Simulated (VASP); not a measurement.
# Si (R-3m) in VASP: notebook

The runs below take Si through single point, relaxation of cell and atoms, with LDA.

All numbers are computed with VASP 6.6.1; they aren't measurements. Logs are shortened: lines on timing, memory, paths and dates and some standing lists are left out, and cuts for length are marked.

**1. The cell of the first run**

Symmetry: R-3m, No. 166, trigonal system. The conventional cell has a = 3.863 Å, b = 3.863 Å, c = 17.501 Å, α = 90.00°, β = 90.00°, γ = 120.00°. Within 3.1 Å of Si (site symmetry 3m) lie 5 Si at 2.33 to 2.66 Å. Within 3.1 Å of Si (site symmetry 3m) lie 7 Si at 2.33 to 2.98 Å.

**2. Single point, LDA**

File INCAR:

```
SYSTEM = Si
PREC = Accurate
ENCUT = 520
EDIFF = 1E-6
ISMEAR = 0
SIGMA = 0.1
LREAL = .FALSE.
LASPH = .TRUE.
NELM = 100
ALGO = Normal
ISIF = 2
LWAVE = .FALSE.
LCHARG = .FALSE.
NBANDS = 16
```

File KPOINTS:

```
Automatic mesh
0
G
  6 6 6
  0 0 0
```

File POSCAR:

```
Si
1.0
    1.9316135311      1.1152175920      5.8337309291
   -1.9316135311      1.1152175920      5.8337309291
    0.0000000000     -2.2304351844      5.8337309290
Si
4
Direct
    0.9287050504      0.9287050504      0.9287050504
    0.2231227654      0.2231227654      0.2231227654
    0.7768772346      0.7768772346      0.7768772346
    0.0712949496      0.0712949496      0.0712949496
```

Potentials or basis: VASP PAW LDA potentials, release 64 (Si).

Command:

```bash
$ cat potpaw_LDA.64/Si/POTCAR > POTCAR
$ mpirun -np 1 vasp_std > vasp.out
```

OUTCAR:

```text
SYSTEM = Si
   PREC = Accurate
   ENCUT = 520
   EDIFF = 1E-6
   ISMEAR = 0
   LREAL = .FALSE.
   LASPH = .TRUE.
   NELM = 100
   ISIF = 2

 ion  position               nearest neighbor table
   1  0.929  0.929  0.929-   2 2.33   2 2.33   2 2.33   4 2.50   3 2.66
   2  0.223  0.223  0.223-   1 2.33   1 2.33   1 2.33   4 2.66   3 2.98   3 2.98   3 2.98
   3  0.777  0.777  0.777-   4 2.33   4 2.33   4 2.33   1 2.66   2 2.98   2 2.98   2 2.98
   4  0.071  0.071  0.071-   3 2.33   3 2.33   3 2.33   1 2.50   2 2.66

  LATTYP: Found a trigonal (rhomboedric) cell.
 ALAT       =     6.2455790495
 COS(alpha) =     0.8086955579

  Lattice vectors:

 A1 = (   1.9316135311,   1.1152175920,   5.8337309291)
 A2 = (  -1.9316135311,   1.1152175920,   5.8337309291)
 A3 = (   0.0000000000,  -2.2304351844,   5.8337309290)

Analysis of symmetry for initial positions (statically):
=====================================================================
 Subroutine PRICEL returns:
 Original cell was already a primitive cell.

 Routine SETGRP: Setting up the symmetry group for a
 trigonal (rhombohedral) supercell.

 Subroutine GETGRP returns: Found 12 space group operations
 (whereof 12 operations were pure point group operations)
 out of a pool of 12 trial point group operations.

The static configuration has the point symmetry D_3d.

Analysis of symmetry for dynamics (positions and initial velocities):
=====================================================================
 Subroutine PRICEL returns:
 Original cell was already a primitive cell.

 Routine SETGRP: Setting up the symmetry group for a
 trigonal (rhombohedral) supercell.

 Subroutine GETGRP returns: Found 12 space group operations
 (whereof 12 operations were pure point group operations)
 out of a pool of 12 trial point group operations.

The dynamic configuration has the point symmetry D_3d.

 Subroutine INISYM returns: Found 12 space group operations
 (whereof 12 operations are pure point group operations),
 and found     1 'primitive' translations

----------------------------------------------------------------------------------------

                                     Primitive cell

  volume of cell :      75.4011

  direct lattice vectors                    reciprocal lattice vectors
     1.931613531  1.115217592  5.833730929     0.258850951  0.149447666  0.057138963
    -1.931613531  1.115217592  5.833730929    -0.258850951  0.149447666  0.057138963
     0.000000000 -2.230435184  5.833730929     0.000000000 -0.298895333  0.057138963

  length of vectors
     6.245579050  6.245579050  6.245579050     0.304307872  0.304307872  0.304307872

  position of ions in fractional coordinates (direct lattice)
     0.928705050  0.928705050  0.928705050
     0.223122765  0.223122765  0.223122765
     0.776877235  0.776877235  0.776877235
     0.071294950  0.071294950  0.071294950

  ion indices of the primitive-cell ions
   primitive index   ion index
                 1           1
                 2           2
                 3           3
                 4           4

----------------------------------------------------------------------------------------

 KPOINTS: Automatic mesh

Automatic generation of k-mesh.
 Grid dimensions read from file:
 generate k-points for:    6    6    6

 Generating k-lattice:

  Cartesian coordinates                     Fractional coordinates (reciprocal lattice)
     0.043141825  0.024907944  0.009523160     0.166666667 -0.000000000  0.000000000
    -0.043141825  0.024907944  0.009523160    -0.000000000  0.166666667  0.000000000
     0.000000000 -0.049815889  0.009523160     0.000000000  0.000000000  0.166666667

  Length of vectors
     0.050717979  0.050717979  0.050717979

  Shift w.r.t. Gamma in fractional coordinates (k-lattice)
     0.000000000  0.000000000  0.000000000

 Subroutine IBZKPT returns following result:
 ===========================================

 Found     32 irreducible k-points:

 Following reciprocal coordinates:
            Coordinates               Weight
  0.000000  0.000000  0.000000      1.000000
  0.166667 -0.000000  0.000000      6.000000
  0.333333 -0.000000  0.000000      6.000000
  0.500000 -0.000000 -0.000000      3.000000
  0.166667  0.166667  0.000000      6.000000
  0.333333  0.166667  0.000000     12.000000
[... 16 lines left out ...]
  0.500000  0.500000  0.166667      6.000000
 -0.333333  0.500000  0.166667     12.000000
 [... further k-points ...]
   k-points           NKPTS =     32   k-points in BZ     NKDIM =     32   number of bands    NBANDS=     16
   number of dos      NEDOS =    301   number of ions     NIONS =      4
   total plane-waves  NPLWV = 110592
   dimension x,y,z NGX =    48 NGY =   48 NGZ =   48
   dimension x,y,z NGXF=    96 NGYF=   96 NGZF=   96
   ions per type =               4
   NGX,Y,Z   is equivalent  to a cutoff of  12.78, 12.78, 12.78 a.u.
   NGXF,Y,Z  is equivalent  to a cutoff of  25.55, 25.55, 25.55 a.u.
 SYSTEM =  Si
   PREC   = accura    normal or accurate (medium, high low for compatibility)
   ISTART =      0    job   : 0-new  1-cont  2-samecut
   ICHARG =      2    charge: 1-file 2-atom 10-const
   ISPIN  =      1    spin polarized calculation?
   LNONCOLLINEAR =      F non collinear calculations
   LSORBIT =      F    spin-orbit coupling
   LASPH  =      T    aspherical Exc in radial PAW
   ENCUT  =  520.0 eV  38.22 Ry    6.18 a.u.  11.61 11.61 11.61*2*pi/ulx,y,z
   NELM   =    100;   NELMIN=  2; NELMDL= -5     # of ELM steps
   EDIFF  = 0.1E-05   stopping-criterion for ELM
   LREAL  =      F    real-space projection
   EDIFFG = 0.1E-04   stopping-criterion for IOM
   NSW    =      0    number of steps for IOM
   IBRION =     -1    ionic relax: 0-MD 1-quasi-New 2-CG
   NFREE  =      0    steps in history (QN), initial steepest desc. (CG)
   ISIF   =      2    stress and relaxation
   ISYM   =      2    0-nonsym 1-usesym 2-fastsym
   POTIM  = 0.5000    time-step for ionic-motion
   TEBEG  =    0.0;   TEEND  =   0.0 temperature during run
   PSTRESS=    0.0 pullay stress
   NELECT =      16.0000    total number of electrons
   NUPDOWN=      -1.0000    fix difference up-down
   EMIN   =  10.00;   EMAX   =-10.00  energy-range for DOS
   EFERMI =   0.00;   METHOD = LEGACY
   ISMEAR =     0;   SIGMA  =   0.10  broadening in eV -4-tet -1-fermi 0-gaus
   EFERMI_NEDOS =   21; number of points for ismear=-14 and -15
   IALGO  =     38    algorithm
   IMIX   =      4    mixing-type and parameters
     AMIX     =   0.40;   BMIX     =  1.00
     AMIX_MAG =   1.60;   BMIX_MAG =  1.00
  volume/ion in A,a.u.               =      18.85       127.21
  Fermi-wavevector in a.u.,A,eV,Ry     =   0.976463  1.845247 12.972875  0.953479
  Thomas-Fermi vector in A             =   2.107083
   LORBIT       =      0    0 simple, 1 ext, 2 COOP (PROOUT), +10 PAW based schemes
   GGA     = CA    functional components
   LHFCALC =     F    Hartree Fock is set to
   AEXX    =    0.0000 exact exchange contribution
   IVDW    =     0    specifies the selected vdW correction
   LEPSILON=     F    determine dielectric tensor
   LRPA    =     F    only Hartree local field effects (RPA)
 non-spin polarized calculation
 Gauss-broadening in eV      SIGMA  =   0.10
  energy-cutoff  :      520.00
  volume of cell :       75.40
 maximum number of plane-waves:      2043
 NGX is ok and might be reduce to    48
   NGX = 23   NGY = 23   NGZ = 23

 number of electron      16.0000000 magnetization

 Free energy of the ion-electron system (eV)
  ---------------------------------------------------
  ext. energy  EPLUGINS =         0.00000000
  ---------------------------------------------------
  free energy    TOTEN  =       -22.58009990 eV

  energy without entropy =      -22.57315463  energy(sigma->0) =      -22.57662726

 E-fermi :   6.7571     XC(G=0):  -9.8877

 val. band max:        6.7291949940   @ k =  -0.1667   0.3333   0.1667
 cond. band min:       6.7608650993   @ k =   0.5000  -0.0000  -0.0000
 fundamental gap:      0.0316701052
 Fermi energy:         6.7570642547

 k-point     1 :       0.0000    0.0000    0.0000
  band No.  band energies     occupation
      1      -6.1445      2.00000
      2      -2.9892      2.00000
      3      -0.2912      2.00000
      4       4.7086      2.00000
      5       4.7086      2.00000
      6       5.7861      2.00000
[... 8 lines left out ...]
     15      11.2938      0.00000
     16      12.8265      0.00000

 k-point     2 :       0.1667   -0.0000    0.0000
  band No.  band energies     occupation
      1      -5.8135      2.00000
      2      -2.7299      2.00000
      3       0.0375      2.00000
      4       2.3003      2.00000
      5       3.9645      2.00000
      6       4.2097      2.00000
[... 8 lines left out ...]
     15      11.4685      0.00000
     16      12.2633      0.00000

 k-point     3 :       0.3333   -0.0000    0.0000
  band No.  band energies     occupation
      1      -4.8693      2.00000
      2      -1.9583      2.00000
      3      -0.4034      2.00000
      4       0.6096      2.00000
      5       2.2393      2.00000
      6       3.5566      2.00000
[... 8 lines left out ...]
     15      12.7561      0.00000
     16      13.1909      0.00000

 k-point     4 :       0.5000   -0.0000   -0.0000
  band No.  band energies     occupation
      1      -3.9173      2.00000
      2      -1.9443      2.00000
      3      -0.9951      2.00000
      4      -0.2550      2.00000
      5       2.5576      2.00000
      6       3.3102      2.00000
[... 8 lines left out ...]
     15      13.6342      0.00000
     16      15.3342      0.00000

 k-point     5 :       0.1667    0.1667    0.0000
  band No.  band energies     occupation
      1      -5.7821      2.00000
      2      -2.8907      2.00000
      3       0.2713      2.00000
      4       2.3994      2.00000
      5       3.7631      2.00000
      6       4.0231      2.00000
[... 8 lines left out ...]
     15      11.3425      0.00000
     16      12.2982      0.00000

 k-point     6 :       0.3333    0.1667    0.0000
  band No.  band energies     occupation
      1      -5.1073      2.00000
      2      -2.4959      2.00000
      3       0.3915      2.00000
      4       1.0926      2.00000
      5       2.4694      2.00000
      6       2.9824      2.00000
[... 8 lines left out ...]
     15      11.9455      0.00000
     16      12.7033      0.00000
[... 267 lines left out ...]
 k-point    21 :      -0.3333    0.3333    0.1667
  band No.  band energies     occupation
      1      -3.7162      2.00000
      2      -2.3125      2.00000
      3      -1.5036      2.00000
      4       1.0299      2.00000
      5       2.0013      2.00000
      6       3.0638      2.00000
[... 8 lines left out ...]
     15      13.5695      0.00000
     16      14.8460      0.00000

 k-point    22 :      -0.1667    0.3333    0.1667
  band No.  band energies     occupation
      1      -4.0087      2.00000
      2      -1.5328      2.00000
      3      -1.2126      2.00000
      4       0.1305      2.00000
      5       1.9489      2.00000
      6       2.2623      2.00000
[... 8 lines left out ...]
     15      12.9135      0.00000
     16      13.6807      0.00000

 k-point    23 :       0.5000    0.5000    0.1667
  band No.  band energies     occupation
      1      -4.4709      2.00000
      2      -3.1363      2.00000
      3      -0.4103      2.00000
      4       1.7547      2.00000
      5       3.1578      2.00000
      6       3.3984      2.00000
[... 8 lines left out ...]
     15      12.6542      0.00000
     16      13.1108      0.00000

 k-point    24 :      -0.3333    0.5000    0.1667
  band No.  band energies     occupation
      1      -3.5794      2.00000
      2      -2.5936      2.00000
      3      -1.4010      2.00000
      4       0.8914      2.00000
      5       1.8924      2.00000
      6       3.5419      2.00000
[... 8 lines left out ...]
     15      13.7460      0.00000
     16      14.7478      0.00000

 [... further k-points ...]

------------------------ aborting loop because EDIFF is reached ----------------------------------------

  FORCE on cell =-STRESS in cart. coord.  units (eV):
  Direction    XX          YY          ZZ          XY          YZ          ZX
  --------------------------------------------------------------------------------------
  -------------------------------------------------------------------------------------
  Total       -0.0148155     -0.0148155     -0.0292155      0.0000000      0.0000000      0.0000000
  in kB       -0.3148116     -0.3148116     -0.6207916      0.0000000      0.0000000      0.0000000
  external PRESSURE =      -0.4168050 kB  Pullay stress =       0.0000000 kB

 VOLUME and BASIS-vectors are now :
 -----------------------------------------------------------------------------
  energy-cutoff  :      520.00
  volume of cell :       75.40
      direct lattice vectors                 reciprocal lattice vectors
     1.931613531  1.115217592  5.833730929     0.258850951  0.149447666  0.057138963
    -1.931613531  1.115217592  5.833730929    -0.258850951  0.149447666  0.057138963
     0.000000000 -2.230435184  5.833730929     0.000000000 -0.298895333  0.057138963

 POSITION                                       TOTAL-FORCE (eV/Angst)
 -----------------------------------------------------------------------------------
      0.00000     -0.00000     16.25345         0.000000      0.000000     -0.031180
      0.00000     -0.00000      3.90491         0.000000      0.000000     -0.000089
      0.00000     -0.00000     13.59628         0.000000     -0.000000      0.000089
      0.00000     -0.00000      1.24775         0.000000     -0.000000      0.031180
 -----------------------------------------------------------------------------------
    total drift:                               -0.000000     -0.000000     -0.000000

  FREE ENERGIE OF THE ION-ELECTRON SYSTEM (eV)
  ---------------------------------------------------
  free  energy   TOTEN  =       -22.5800998969 eV

  energy  without entropy=      -22.5731546250  energy(sigma->0) =      -22.57662726
```

Run time: 92 s. Hardware: 1 thread of Intel Xeon 8259CL, shared host; peak memory 0.23 GiB.

Results:

```yaml
Free_energy: -22.5801 eV
Pressure: 0.0 GPa
Largest_force: 0.031 eV/Å
Band_gap_on_the_k_mesh: zero (bands 8 and 9 overlap by 2.02 eV)
```

Forces on the atoms (eV/Å):
```
Si   0.000  0.000 -0.031
Si   0.000  0.000  0.000
Si   0.000  0.000  0.000
Si   0.000  0.000  0.031
```

**3. Single point, LDA**

This run uses another cell than the first one, of 18.91 Å³/atom.

File INCAR:

```
SYSTEM = Si
PREC     = Accurate       ! precision mode
ENCUT    = 520            ! plane-wave cutoff, eV
EDIFF    = 1E-6           ! SCF threshold, eV
ISMEAR   = 0              ! smearing method
SIGMA    = 0.1            ! smearing width, eV
LREAL    = .False.        ! projectors in reciprocal space
LASPH    = .True.         ! aspherical terms in the spheres
NELM     = 100            ! most SCF steps
ALGO     = Normal         ! electronic algorithm
ISIF     = 2              ! what is computed and relaxed
LWAVE    = .False.        ! write WAVECAR
LCHARG   = .False.        ! write CHGCAR
NBANDS   = 16             ! bands
```

File KPOINTS:

```
regular mesh
0
Gamma
  12 12 12
  0 0 0
```

File POSCAR:

```
Si
1.0
    1.9466538455      1.1239011216      5.7625313760
   -1.9466538455      1.1239011216      5.7625313760
    0.0000000000     -2.2478022436      5.7625313759
Si
4
Direct
    0.9277547243      0.9277547243      0.9277547243
    0.2239935639      0.2239935639      0.2239935639
    0.7760064361      0.7760064361      0.7760064361
    0.0722452757      0.0722452757      0.0722452757
```

Potentials or basis: VASP PAW LDA potentials, release 64 (Si).

Command:

```bash
$ cat potpaw_LDA.64/Si/POTCAR > POTCAR
$ mpirun -np 1 vasp_std > vasp.out
```

Wall time 5.3 min (1 thread of Intel Xeon 8259CL, shared host); peak memory 0.34 GiB.

It converged, with:

```
Free energy            : -22.5299 eV
Pressure               : 0.0 GPa
Band gap on the k mesh : zero (bands 8 and 9 overlap by 2.01 eV)
```

Forces in eV/Å, atoms in the order of the input:
```
Si   0.000  0.000  0.000
Si   0.000  0.000  0.002
Si   0.000  0.000 -0.002
Si   0.000  0.000  0.000
```

Levels at points of the mesh, in eV from the Fermi level:
```csv
k point,band 5,band 6,band 7,band 8,band 9,band 10,band 11,band 12
"(0.00, 0.00, 0.00)",-2.05,-0.95,-0.94,-0.94,0.57,1.92,1.92,3.59
"(0.50, 0.00, 0.00)",-4.02,-3.40,-2.40,-1.72,0.09,0.66,3.44,4.48
"(0.50, 0.50, 0.00)",-3.85,-2.82,-1.71,-1.41,-0.85,2.06,2.12,3.17
"(0.50, 0.50, 0.50)",-2.36,-2.36,-1.02,-0.25,-0.25,1.89,1.89,3.01
```

**4. Relaxation of cell and atoms, LDA**

File INCAR:

```
PREC = Accurate
ENCUT = 600
EDIFF = 1E-6
ISMEAR = 0
SIGMA = 0.1
LREAL = False
LASPH = True
NELM = 100
ALGO = Normal
ISIF = 3
LWAVE = False
LCHARG = False
GGA = CA
IBRION = 2
NSW = 80
EDIFFG = -0.01
```

File KPOINTS:

```
regular mesh
0
Gamma
  12 12 12
```

File POSCAR:

```
Si
1.0
    1.9316135311      1.1152175920      5.8337309291
   -1.9316135311      1.1152175920      5.8337309291
    0.0000000000     -2.2304351844      5.8337309290
Si
4
Direct
    0.9287050504      0.9287050504      0.9287050504
    0.2231227654      0.2231227654      0.2231227654
    0.7768772346      0.7768772346      0.7768772346
    0.0712949496      0.0712949496      0.0712949496
```

Command:

```bash
$ cat potpaw_LDA.64/Si/POTCAR > POTCAR
$ mpirun -np 1 vasp_std > vasp.out
```

Run time: 22 min. Hardware: 1 thread of Intel Xeon 8259CL, shared host; peak memory 0.37 GiB.

It converged, with:

```
Free energy                           : -22.5303 eV
Relaxed volume                        : 18.92 Å³/atom
Relaxed cell                          : a = 6.191 Å, b = 6.191 Å, c = 6.191 Å, α = 36.64°, β = 36.64°, γ = 36.64°
Space group after relaxing (to 0.1 Å) : R-3m (No. 166)
Energy gained by relaxing             : 0.6 meV/atom
Ionic steps                           : 10
Pressure after relaxing               : 0.0 GPa
Largest force after relaxing          : 0.008 eV/Å
Band gap on the k mesh                : zero (bands 8 and 9 overlap by 2.01 eV)
```

Forces in eV/Å, atoms in the order of the input:
```
Si   0.000  0.000 -0.005
Si   0.000  0.000  0.008
Si   0.000  0.000 -0.008
Si   0.000  0.000  0.005
```

Step by step:
| step | energy change (eV) | largest force (eV/Å) | pressure (GPa) | volume (Å³) |
| --- | --- | --- | --- | --- |
| 1 | 0.0000 | 0.0342 | 0.25 | 75.40 |
| 2 | -0.0006 | 0.0321 | -0.18 | 75.73 |
| 3 | -0.0006 | 0.0219 | -0.11 | 75.68 |
| 4 | -0.0008 | 0.0341 | -0.04 | 75.61 |
| 5 | -0.0011 | 0.0613 | 0.12 | 75.45 |
| 6 | -0.0012 | 0.0594 | 0.12 | 75.45 |
| 7 | -0.0016 | 0.0533 | 0.13 | 75.47 |
| 8 | -0.0021 | 0.0341 | 0.14 | 75.49 |
| 9 | -0.0024 | 0.0146 | 0.02 | 75.63 |
| 10 | -0.0025 | 0.0077 | -0.03 | 75.69 |

Final structure:
```
Si
1.0
     1.94614    1.12360    5.76882
    -1.94614    1.12360    5.76882
     0.00000   -2.24721    5.76882
Si
4
Direct
  0.92784 0.92784 0.92784
  0.22387 0.22387 0.22387
  0.77613 0.77613 0.77613
  0.07216 0.07216 0.07216
```

Levels at points of the mesh, in eV from the Fermi level:
```tsv
k point	band 6	band 7	band 8	band 9	band 10	band 11
(0.00, 0.00, 0.00)	-0.94	-0.94	-0.94	0.57	1.93	1.93
(0.50, 0.00, 0.00)	-3.40	-2.39	-1.72	0.09	0.67	3.42
(0.50, 0.50, 0.00)	-2.83	-1.72	-1.41	-0.85	2.06	2.11
(0.50, 0.50, 0.50)	-2.35	-1.01	-0.25	-0.25	1.89	1.89
```

**5. Overview**

| task | cell | k mesh | cutoff (eV) | gap on the mesh (eV) | pressure (GPa) | largest force (eV/Å) |
| --- | --- | --- | --- | --- | --- | --- |
| single point | a = 6.246 Å, angles 36.0°, 4 atoms, atomic positions A | 6 × 6 × 6 | 520 | none | 0.0 | 0.03 |
| single point | a = 6.185 Å, angles 36.7°, 4 atoms, atomic positions B | 12 × 12 × 12 | 520 | none | 0.0 | - |
| relaxation of cell and atoms | relaxed from a = 6.246 Å, angles 36.0°, 4 atoms, atomic positions A | 12 × 12 × 12 | 600 | none | 0.0 | 0.01 |

Alike in all rows: level LDA; potentials or basis VASP PAW LDA potentials, release 64 (Si); no spin polarisation; smearing gaussian 0.1 eV.

Absolute energies hang on the potentials; compare differences alone.

The gap in the log of VASP goes by the Fermi energy; the results here count the filled bands.